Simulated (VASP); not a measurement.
Input of a VASP 6.6.1 run:

INCAR

```
  PREC = Accurate
  ENCUT = 520
  EDIFF = 1E-6
  ISMEAR = 0
  SIGMA = 0.01
  LREAL = False
  LASPH = True
  NELM = 80
  ALGO = Normal
  ISIF = 2
  LWAVE = False
  LCHARG = True
  GGA = PE
  LELF = True
  LVHAR = True
  NBANDS = 50
```

The input KPOINTS:

```
Automatic mesh
0
Gamma
  8 8 4
```

The input POSCAR:

```
TePb4Se3
1.0
    4.4692836065      0.0000000000      0.0000000000
    0.0000000000      4.4692836065      0.0000000000
    0.0000000000      0.0000000000     12.6103981166
Te Pb Se
1 4 3
Direct
    0.5000000000      0.5000000000      0.0000000000
    0.0000000000      0.0000000000      0.0000000000
    0.5000000000      0.5000000000      0.2574956084
    0.0000000000      0.0000000000      0.5000000000
    0.5000000000      0.5000000000      0.7425043916
    0.0000000000      0.0000000000      0.2522744182
    0.5000000000      0.5000000000      0.5000000000
    0.0000000000      0.0000000000      0.7477255818
```

Potentials or basis: VASP PAW PBE potentials, release 64 (Te, Pb_d, Se).

Command:

```console
$ cat potpaw_PBE.64/Te/POTCAR potpaw_PBE.64/Pb_d/POTCAR potpaw_PBE.64/Se/POTCAR > POTCAR
$ mpirun -np 1 vasp_std > vasp.out
```

Task: Estimate the pressure.

Result: 0.0 GPa.

Task: Estimate the band gap on the k mesh.

Result: 0.26 eV, direct.

Caveat: spin-orbit coupling is left out, which moves the levels of the heavy elements. A k mesh can miss the band edges.
